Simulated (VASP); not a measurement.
# BaS (CsCl type) (Pm-3m) in VASP: notebook

The runs below take BaS (CsCl type) through single point, with PBE.

Everything below comes from runs of VASP 6.6.1. Logs are shortened: lines on timing, memory, paths and dates and some standing lists are left out, and cuts for length are marked.

### 1 The cell of the first run

It takes space group Pm-3m (No. 221, cubic). The conventional cell has a = 3.708 Å, b = 3.708 Å, c = 3.708 Å, α = 90.00°, β = 90.00°, γ = 90.00°. Within 4.2 Å of Ba (site symmetry m-3m) lie 8 S at 3.21 Å and 6 Ba at 3.71 Å. Within 4.2 Å of S (site symmetry m-3m) lie 8 Ba at 3.21 Å and 6 S at 3.71 Å.

### 2 Single point, PBE (25.49 Å³/atom)

The input, INCAR:

```
ALGO = Normal
EDIFF = 1E-6
ENCUT = 520
GGA = PE
ISIF = 2
ISMEAR = -1
LASPH = True
LCHARG = False
LREAL = False
LWAVE = False
NBANDS = 15
NELM = 80
PREC = Accurate
SIGMA = 0.05
```

The input, KPOINTS:

```
k-points
0
Gamma
  10 10 10
```

The input, POSCAR:

```
BaS
1.0
    3.7079375925      0.0000000000      0.0000000000
    0.0000000000      3.7079375925      0.0000000000
    0.0000000000      0.0000000000      3.7079375925
Ba S
1 1
Direct
    0.0000000000      0.0000000000      0.0000000000
    0.5000000000      0.5000000000      0.5000000000
```

Potentials or basis: VASP PAW PBE potentials, release 64 (Ba_sv, S).

On the command line:

```
> cat potpaw_PBE.64/Ba_sv/POTCAR potpaw_PBE.64/S/POTCAR > POTCAR
> mpirun -np 1 vasp_std > vasp.out
```

OUTCAR:

```text
EDIFF = 1E-6
   ENCUT = 520
   GGA = PE
   ISIF = 2
   ISMEAR = -1
   LASPH = True
   LREAL = False
   NELM = 80
   PREC = Accurate

 ion  position               nearest neighbor table
   1  0.000  0.000  0.000-   2 3.21   2 3.21   2 3.21   2 3.21   2 3.21   2 3.21   2 3.21   2 3.21

   2  0.500  0.500  0.500-   1 3.21   1 3.21   1 3.21   1 3.21   1 3.21   1 3.21   1 3.21   1 3.21

  LATTYP: Found a simple cubic cell.
 ALAT       =     3.7079375925

  Lattice vectors:

 A1 = (   3.7079375925,   0.0000000000,   0.0000000000)
 A2 = (   0.0000000000,   3.7079375925,   0.0000000000)
 A3 = (   0.0000000000,   0.0000000000,   3.7079375925)

Analysis of symmetry for initial positions (statically):
=====================================================================
 Subroutine PRICEL returns:
 Original cell was already a primitive cell.

 Routine SETGRP: Setting up the symmetry group for a
 simple cubic supercell.

 Subroutine GETGRP returns: Found 48 space group operations
 (whereof 48 operations were pure point group operations)
 out of a pool of 48 trial point group operations.

The static configuration has the point symmetry O_h .

Analysis of symmetry for dynamics (positions and initial velocities):
=====================================================================
 Subroutine PRICEL returns:
 Original cell was already a primitive cell.

 Routine SETGRP: Setting up the symmetry group for a
 simple cubic supercell.

 Subroutine GETGRP returns: Found 48 space group operations
 (whereof 48 operations were pure point group operations)
 out of a pool of 48 trial point group operations.

The dynamic configuration has the point symmetry O_h .

 Subroutine INISYM returns: Found 48 space group operations
 (whereof 48 operations are pure point group operations),
 and found     1 'primitive' translations

----------------------------------------------------------------------------------------

                                     Primitive cell

  volume of cell :      50.9797

  direct lattice vectors                    reciprocal lattice vectors
     3.707937592  0.000000000  0.000000000     0.269691702  0.000000000  0.000000000
     0.000000000  3.707937592  0.000000000     0.000000000  0.269691702  0.000000000
     0.000000000  0.000000000  3.707937592     0.000000000  0.000000000  0.269691702

  length of vectors
     3.707937592  3.707937592  3.707937592     0.269691702  0.269691702  0.269691702

  position of ions in fractional coordinates (direct lattice)
     0.000000000  0.000000000  0.000000000
     0.500000000  0.500000000  0.500000000

  ion indices of the primitive-cell ions
   primitive index   ion index
                 1           1
                 2           2

----------------------------------------------------------------------------------------

 KPOINTS: k-points

Automatic generation of k-mesh.
 Grid dimensions read from file:
 generate k-points for:   10   10   10

 Generating k-lattice:

  Cartesian coordinates                     Fractional coordinates (reciprocal lattice)
     0.026969170  0.000000000  0.000000000     0.100000000  0.000000000  0.000000000
     0.000000000  0.026969170  0.000000000     0.000000000  0.100000000  0.000000000
     0.000000000  0.000000000  0.026969170     0.000000000  0.000000000  0.100000000

  Length of vectors
     0.026969170  0.026969170  0.026969170

  Shift w.r.t. Gamma in fractional coordinates (k-lattice)
     0.000000000  0.000000000  0.000000000

 Subroutine IBZKPT returns following result:
 ===========================================

 Found     56 irreducible k-points:

 Following reciprocal coordinates:
            Coordinates               Weight
  0.000000  0.000000  0.000000      1.000000
  0.100000  0.000000  0.000000      6.000000
  0.200000  0.000000  0.000000      6.000000
  0.300000  0.000000  0.000000      6.000000
  0.400000  0.000000  0.000000      6.000000
  0.500000  0.000000  0.000000      3.000000
[... 16 lines left out ...]
  0.200000  0.100000  0.100000     24.000000
  0.300000  0.100000  0.100000     24.000000
 [... further k-points ...]
   k-points           NKPTS =     56   k-points in BZ     NKDIM =     56   number of bands    NBANDS=     15
   number of dos      NEDOS =    301   number of ions     NIONS =      2
   total plane-waves  NPLWV =  21952
   dimension x,y,z NGX =    28 NGY =   28 NGZ =   28
   dimension x,y,z NGXF=    56 NGYF=   56 NGZF=   56
   ions per type =               1   1
   NGX,Y,Z   is equivalent  to a cutoff of  12.55, 12.55, 12.55 a.u.
   NGXF,Y,Z  is equivalent  to a cutoff of  25.11, 25.11, 25.11 a.u.
 SYSTEM =  unknown system
   PREC   = accura    normal or accurate (medium, high low for compatibility)
   ISTART =      0    job   : 0-new  1-cont  2-samecut
   ICHARG =      2    charge: 1-file 2-atom 10-const
   ISPIN  =      1    spin polarized calculation?
   LNONCOLLINEAR =      F non collinear calculations
   LSORBIT =      F    spin-orbit coupling
   LASPH  =      T    aspherical Exc in radial PAW
   ENCUT  =  520.0 eV  38.22 Ry    6.18 a.u.   6.89  6.89  6.89*2*pi/ulx,y,z
   NELM   =     80;   NELMIN=  2; NELMDL= -5     # of ELM steps
   EDIFF  = 0.1E-05   stopping-criterion for ELM
   LREAL  =      F    real-space projection
   EDIFFG = 0.1E-04   stopping-criterion for IOM
   NSW    =      0    number of steps for IOM
   IBRION =     -1    ionic relax: 0-MD 1-quasi-New 2-CG
   NFREE  =      0    steps in history (QN), initial steepest desc. (CG)
   ISIF   =      2    stress and relaxation
   ISYM   =      2    0-nonsym 1-usesym 2-fastsym
   POTIM  = 0.5000    time-step for ionic-motion
   TEBEG  =    0.0;   TEEND  =   0.0 temperature during run
   PSTRESS=    0.0 pullay stress
   NELECT =      16.0000    total number of electrons
   NUPDOWN=      -1.0000    fix difference up-down
   EMIN   =  10.00;   EMAX   =-10.00  energy-range for DOS
   EFERMI =   0.00;   METHOD = LEGACY
   ISMEAR =    -1;   SIGMA  =   0.05  broadening in eV -4-tet -1-fermi 0-gaus
   EFERMI_NEDOS =   21; number of points for ismear=-14 and -15
   IALGO  =     38    algorithm
   IMIX   =      4    mixing-type and parameters
     AMIX     =   0.40;   BMIX     =  1.00
     AMIX_MAG =   1.60;   BMIX_MAG =  1.00
  volume/ion in A,a.u.               =      25.49       172.01
  Fermi-wavevector in a.u.,A,eV,Ry     =   1.112540  2.102396 16.840555  1.237746
  Thomas-Fermi vector in A             =   2.249116
   LORBIT       =      0    0 simple, 1 ext, 2 COOP (PROOUT), +10 PAW based schemes
   GGA     = PE    functional components
[... 5 lines left out ...]
 non-spin polarized calculation
  energy-cutoff  :      520.00
  volume of cell :       50.98
 maximum number of plane-waves:      1406
 NGX is ok and might be reduce to    28
   NGX = 13   NGY = 13   NGZ = 13

 number of electron      16.0000002 magnetization

 Free energy of the ion-electron system (eV)
  ---------------------------------------------------
  ext. energy  EPLUGINS =         0.00000000
  ---------------------------------------------------
  free energy    TOTEN  =        -9.61211457 eV

  energy without entropy =       -9.61211452  energy(sigma->0) =       -9.61211455

 E-fermi :   4.3453     XC(G=0):  -9.8580

 val. band max:        3.6975877524   @ k =   0.5000   0.5000   0.0000
 cond. band min:       4.9497734000   @ k =   0.0000   0.0000   0.0000
 fundamental gap:      1.2521856476
 Fermi energy:         4.3452934086

 k-point     1 :       0.0000    0.0000    0.0000
  band No.  band energies     occupation
      1     -23.2649      2.00000
      2      -7.9677      2.00000
      3      -7.9677      2.00000
      4      -7.9677      2.00000
      5      -7.6082      2.00000
      6       3.6586      2.00000
      7       3.6586      2.00000
      8       3.6586      2.00000
      9       4.9498      0.00001
     10       4.9498      0.00001
     11       8.4042      0.00000
     12      10.6541      0.00000
     13      10.6541      0.00000
     14      10.6541      0.00000
     15      15.0086      0.00000

 k-point     2 :       0.1000    0.0000    0.0000
  band No.  band energies     occupation
      1     -23.2521      2.00000
      2      -8.4209      2.00000
      3      -7.9514      2.00000
      4      -7.9514      2.00000
      5      -7.2025      2.00000
      6       3.1408      2.00000
      7       3.5795      2.00000
      8       3.5795      2.00000
      9       5.0311      0.00000
     10       5.4589      0.00000
     11       8.8120      0.00000
     12      10.6523      0.00000
     13      10.6523      0.00000
     14      10.7238      0.00000
     15      14.1316      0.00000

 k-point     3 :       0.2000    0.0000    0.0000
  band No.  band energies     occupation
      1     -23.2183      2.00000
      2      -9.0047      2.00000
      3      -7.9083      2.00000
      4      -7.9083      2.00000
      5      -6.7266      2.00000
      6       2.2251      2.00000
      7       3.3730      2.00000
      8       3.3730      2.00000
      9       5.2648      0.00000
     10       6.5724      0.00000
     11       9.7241      0.00000
     12      10.7038      0.00000
     13      10.7038      0.00000
     14      10.9210      0.00000
     15      12.7054      0.00000
[... 343 lines left out ...]
 k-point    23 :       0.2000    0.1000    0.1000
  band No.  band energies     occupation
      1     -23.1936      2.00000
      2      -8.9918      2.00000
      3      -8.1286      2.00000
      4      -8.0238      2.00000
      5      -6.5150      2.00000
      6       2.2065      2.00000
      7       3.0428      2.00000
      8       3.1619      2.00000
      9       5.9096      0.00000
     10       6.8270      0.00000
     11       9.3384      0.00000
     12      10.3333      0.00000
     13      10.3496      0.00000
     14      11.9357      0.00000
     15      13.4358      0.00000

 k-point    24 :       0.3000    0.1000    0.1000
  band No.  band energies     occupation
      1     -23.1518      2.00000
      2      -9.4185      2.00000
      3      -8.0575      2.00000
      4      -7.9652      2.00000
      5      -6.2872      2.00000
      6       1.5039      2.00000
      7       2.7952      2.00000
      8       3.1494      2.00000
      9       6.1400      0.00000
     10       8.2194      0.00000
     11       9.2205      0.00000
     12      10.4414      0.00000
     13      10.8527      0.00000
     14      11.8587      0.00000
     15      12.4638      0.00000

 [... further k-points ...]
[... 5 lines left out ...]
  --------------------------------------------------------------------------------------
  -------------------------------------------------------------------------------------
  Total        2.3743434      2.3743434      2.3743434      0.0000000      0.0000000      0.0000000
  in kB       74.6202776     74.6202776     74.6202776      0.0000000      0.0000000      0.0000000
  external PRESSURE =      74.6202776 kB  Pullay stress =       0.0000000 kB

 VOLUME and BASIS-vectors are now :
 -----------------------------------------------------------------------------
  energy-cutoff  :      520.00
  volume of cell :       50.98
      direct lattice vectors                 reciprocal lattice vectors
     3.707937592  0.000000000  0.000000000     0.269691702  0.000000000  0.000000000
     0.000000000  3.707937592  0.000000000     0.000000000  0.269691702  0.000000000
     0.000000000  0.000000000  3.707937592     0.000000000  0.000000000  0.269691702

 POSITION                                       TOTAL-FORCE (eV/Angst)
 -----------------------------------------------------------------------------------
      0.00000      0.00000      0.00000         0.000000      0.000000      0.000000
      1.85397      1.85397      1.85397         0.000000      0.000000      0.000000
 -----------------------------------------------------------------------------------
    total drift:                               -0.000000      0.000000      0.000000

  FREE ENERGIE OF THE ION-ELECTRON SYSTEM (eV)
  ---------------------------------------------------
  free  energy   TOTEN  =        -9.6121145745 eV

  energy  without entropy=       -9.6121145224  energy(sigma->0) =       -9.61211455
```

Run time: 34 s. Hardware: 1 thread of Intel Xeon 8259CL, shared host; peak memory 0.18 GiB.

What came out:

```
Free energy            : -9.6121 eV
Pressure               : 7.5 GPa
Band gap on the k mesh : 1.25 eV (least direct gap 1.29 eV)
```

Caveat: the cell stands under pressure; spin-orbit coupling is left out, which moves the levels of the heavy elements. A k mesh can miss the band edges.

### 3 Single point, PBE (25.49 Å³/atom)

The input, INCAR:

```
SYSTEM = BaS
ALGO = Normal ; EDIFF = 1E-6
ENCUT = 520 ; GGA = PE
ISIF = 2 ; ISMEAR = -1
LASPH = .TRUE. ; LCHARG = .FALSE.
LREAL = .FALSE. ; LWAVE = .FALSE.
NBANDS = 15 ; NELM = 100
PREC = Accurate ; SIGMA = 0.05
```

The input, KPOINTS:

```
k-points
0
G
  10 10 10
  0 0 0
```

POSCAR is that of step 2.

Potentials or basis: VASP PAW PBE potentials, release 64 (Ba_sv, S).

On the command line:

```
> cat potpaw_PBE.64/Ba_sv/POTCAR potpaw_PBE.64/S/POTCAR > POTCAR
> mpirun -np 1 vasp_std > vasp.out
```

Wall time 37 s (1 thread of Intel Xeon 8259CL, shared host); peak memory 0.18 GiB.

The run converged. Its results:

```
Free energy            : -9.6121 eV
Pressure               : 7.5 GPa
Band gap on the k mesh : 1.25 eV (least direct gap 1.29 eV)
```

Levels at points of the mesh, in eV from the valence-band top:
| k point | band 6 | band 7 | band 8 | band 9 | band 10 | band 11 |
| --- | --- | --- | --- | --- | --- | --- |
| (0.00, 0.00, 0.00) | -0.04 | -0.04 | -0.04 | 1.25 | 1.25 | 4.71 |
| (0.50, 0.00, 0.00) | -3.17 | -0.86 | -0.86 | 2.44 | 6.41 | 6.68 |
| (0.50, 0.50, 0.00) | -1.36 | -1.36 | 0.00 | 2.26 | 3.56 | 4.43 |
| (0.50, 0.50, 0.50) | -3.19 | -3.19 | -3.19 | 8.10 | 8.10 | 8.10 |

Caveat: the cell stands under pressure; spin-orbit coupling is left out, which moves the levels of the heavy elements. A k mesh can miss the band edges.
